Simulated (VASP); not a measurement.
The system is SiC.

```
Si C
1.0
     2.61723   -0.00510    0.00707
    -0.01020    5.16821    0.06752
     0.01414    0.06752    5.23091
Si C
4 4
Direct
  0.53127 0.26395 0.22335
  0.47868 0.22673 0.76021
  0.55700 0.77045 0.27400
  0.45696 0.77203 0.72156
  0.00397 0.46642 0.48538
  0.94714 0.52575 0.01697
  0.01403 0.98062 0.52107
  0.01096 0.99405 0.99747
```

| Quantity | Value |
| --- | --- |
| Program | VASP 6.6.1 |
| Task | relaxation of cell and atoms |
| Functional | PBE |
| Potentials or basis | VASP PAW PBE potentials, release 64 (Si, C) |
| Cutoff | 600 eV |
| k mesh | 8 × 4 × 4 |
| Occupations | gaussian, width 0.1 eV |
| Spin | no spin polarisation |

At the start: pressure 12.9 GPa; volume 8.84 Å³/atom.

Where does the relaxation end?

Over 78 steps the energy falls by 1715.9 meV/atom and the volume is 10.96 Å³/atom (+23.9 %); space group P1 (No. 1, to 0.05 Å).

Step by step:
| step | energy change (eV) | largest force (eV/Å) | pressure (GPa) | volume (Å³) |
| --- | --- | --- | --- | --- |
| 1 | 0.0000 | 2.6012 | 12.87 | 70.74 |
| 3 | -0.8716 | 2.2511 | -11.01 | 80.02 |
| 5 | -3.5463 | 7.1631 | 3.29 | 78.09 |
| 7 | -3.6085 | 5.2528 | -0.58 | 78.29 |
| 9 | -4.9222 | 7.7862 | 14.02 | 76.97 |
| 11 | -6.3154 | 4.9020 | 8.98 | 79.36 |
| 13 | -8.1070 | 2.6769 | -11.99 | 85.56 |
| 15 | -8.8909 | 2.6400 | -10.40 | 84.39 |
| 17 | -10.2183 | 2.5863 | 4.94 | 78.97 |
| 19 | -11.2545 | 3.3088 | 11.16 | 77.48 |
| 21 | -11.8793 | 2.0529 | 3.23 | 80.00 |
| 23 | -12.2385 | 0.9797 | -1.28 | 81.93 |
| 25 | -12.4867 | 0.5510 | 1.36 | 81.91 |
| 27 | -12.5640 | 0.3628 | -0.47 | 83.21 |
| 29 | -12.6060 | 0.3294 | 0.49 | 83.49 |
| 31 | -12.6250 | 0.3006 | 0.42 | 83.90 |
| 33 | -12.6462 | 0.8240 | -0.61 | 85.06 |
| 35 | -12.7347 | 0.9437 | -0.68 | 86.36 |
| 37 | -12.7869 | 1.1160 | -0.49 | 87.34 |
| 39 | -12.8012 | 1.1730 | -0.42 | 87.73 |
| 41 | -12.8448 | 1.2011 | -0.29 | 88.27 |
| 43 | -13.0012 | 0.9809 | 0.02 | 88.52 |
| 45 | -13.0487 | 1.2092 | 0.56 | 88.72 |
| 47 | -13.1765 | 0.9944 | -0.22 | 89.41 |
| 49 | -13.3697 | 1.0224 | -3.26 | 89.94 |
| 51 | -13.3810 | 0.9529 | -3.79 | 90.04 |
| 53 | -13.5199 | 0.7036 | -0.21 | 87.90 |
| 55 | -13.6134 | 0.5750 | 1.18 | 87.13 |
| 57 | -13.6540 | 0.6887 | -0.55 | 87.76 |
| 59 | -13.6868 | 0.5076 | -0.13 | 87.78 |
| 61 | -13.7049 | 0.2976 | 0.25 | 87.68 |
| 63 | -13.7165 | 0.2766 | 0.02 | 87.79 |
| 65 | -13.7225 | 0.2106 | -0.39 | 87.87 |
| 67 | -13.7252 | 0.0829 | 0.20 | 87.61 |
| 69 | -13.7267 | 0.0598 | -0.05 | 87.69 |
| 71 | -13.7272 | 0.0558 | 0.00 | 87.68 |
| 73 | -13.7274 | 0.0392 | 0.01 | 87.67 |
| 75 | -13.7275 | 0.0278 | 0.00 | 87.68 |
| 77 | -13.7276 | 0.0230 | -0.03 | 87.68 |
| 78 | -13.7276 | 0.0086 | 0.01 | 87.66 |

Final structure:
```cif
data_structure
_symmetry_space_group_name_H-M 'P 1'
_symmetry_Int_Tables_number 1
_cell_length_a 3.0628
_cell_length_b 6.2802
_cell_length_c 4.9072
_cell_angle_alpha 91.489
_cell_angle_beta 81.696
_cell_angle_gamma 110.138
_cell_volume 87.66
loop_
_atom_site_label
_atom_site_type_symbol
_atom_site_fract_x
_atom_site_fract_y
_atom_site_fract_z
_atom_site_occupancy
Si1 Si 0.55276 0.37995 0.26309 1
Si2 Si 0.66277 0.12238 0.70330 1
Si3 Si 0.80032 0.90797 0.17203 1
Si4 Si 0.23496 0.62138 0.75297 1
C1 C 0.01207 0.38529 0.50136 1
C2 C 0.68901 0.61938 0.99375 1
C3 C 0.60025 0.86726 0.53885 1
C4 C 0.44787 0.09639 0.07464 1
```

Caveat: the volume moved by over 15 % at a fixed basis, so the end points are rough.
